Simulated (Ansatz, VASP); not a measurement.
**Au in VASP and in Ansatz**

Contents of INCAR:

```
SYSTEM = Au
ALGO     = Normal         ! electronic algorithm
EDIFF    = 1E-6           ! SCF threshold, eV
ENCUT    = 520            ! plane-wave cutoff, eV
GGA      = PS             ! functional
ISIF     = 2              ! what is computed and relaxed
ISMEAR   = 0              ! smearing method
LASPH    = .TRUE.         ! aspherical terms in the spheres
LCHARG   = .FALSE.        ! write CHGCAR
LREAL    = .FALSE.        ! projectors in reciprocal space
LWAVE    = .FALSE.        ! write WAVECAR
NBANDS   = 12             ! bands
NELM     = 60             ! most SCF steps
PREC     = Accurate       ! precision mode
SIGMA    = 0.15           ! smearing width, eV
```

The input KPOINTS:

```
k-points
0
G
  20 20 20
  0 0 0
```

The input POSCAR:

```
Au
1.0
    0.0000000000      2.0148175000      1.9841350000
    2.0148175000      0.0000000000      1.9841350000
    2.0148175000      2.0148175000      0.0000000000
Au
1
Direct
    0.0000000000      0.0000000000      0.0000000000
```

Input for Ansatz:

```yaml
crystal:
  lattice:
    - [0.0, 2.0148175, 1.984135]
    - [2.0148175, 0.0, 1.984135]
    - [2.0148175, 2.0148175, 0.0]
  atoms:
    - { symbol: Au, position: [0.0, 0.0, 0.0] }
basis:
  ecutwfc: 420
kpoints:
  mp_grid: { grid: [20, 20, 20] }
hamiltonian:
  xc: pbesol
scf:
  occupations: { method: gaussian, width: 0.15 }
output:
  forces: true
  stress: true
  eigenvalues: true
```

Change from the starting cell: strain -0.015 along x and y, -0.030 along z, atoms carried along.

Alike in both runs: task single point; functional PBEsol; k mesh 20 × 20 × 20; occupations gaussian, width 0.15 eV; no spin polarisation.

|  | VASP | Ansatz |
| --- | --- | --- |
| version | VASP 6.6.1 | Ansatz 0.2.0 |
| potentials or method | VASP PAW PBE potentials, release 64 (Au), cutoff 520 eV | scalar-relativistic, plane waves, PAW |
| valence electrons in the cell | 11 | 19 |

VASP gave:

- gap on the k mesh at the Fermi level (eV): none
- pressure (GPa): 10.9
- traceless stress, the component that is largest in VASP (GPa): 0.38

**Question.** Estimate Ansatz's values.

**Answer.** gap on the k mesh at the Fermi level (eV): none; pressure (GPa): 11.2; traceless stress, the component that is largest in VASP (GPa): 0.37.

VASP's potentials were made for PBE, not for PBEsol. A gap of «none» marks a metal or a gap that the smearing closes. VASP's potentials hold 11 valence electrons a cell and Ansatz's 19, so a difference there can come from the potentials and not from the codes.

Spin-orbit coupling is off throughout.
